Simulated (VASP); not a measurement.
LiSc12 (a cell with a defect), 13 atoms in the cell. The cell holds a defect, 13 atoms: a = 6.620 Å, b = 9.930 Å, c = 5.276 Å, α = 90.00°, β = 90.00°, γ = 120.00°. 

```yaml
Program: VASP 6.6.1
Task: single point
Functional: PBE
Dispersion: D3(BJ)
Potentials_or_basis: VASP PAW PBE potentials, release 64 (Sc_sv, Li_sv)
Cutoff: 520 eV
k_mesh: 3 × 2 × 3
Occupations: gaussian, width 0.1 eV
Spin: no spin polarisation
Dipole_correction: no
Further_INCAR_settings: ALGO = Normal; EDIFF = 1e-06; NBANDS = 80
```

Potentials or basis: VASP PAW PBE potentials, release 64 (Sc_sv, Li_sv).

Launch:

```console
$ cat potpaw_PBE.64/Sc_sv/POTCAR potpaw_PBE.64/Li_sv/POTCAR > POTCAR
$ mpirun -np 1 vasp_std > vasp.out
```

Hardware: 1 thread of Intel Xeon 8259CL, on a shared host.

Question: Estimate the wall time of this run.

Answer: Wall time 14 min on 1 thread of Intel Xeon 8259CL (shared host), peak memory 0.48 GiB. Counts: scf iterations 20, k points 10.
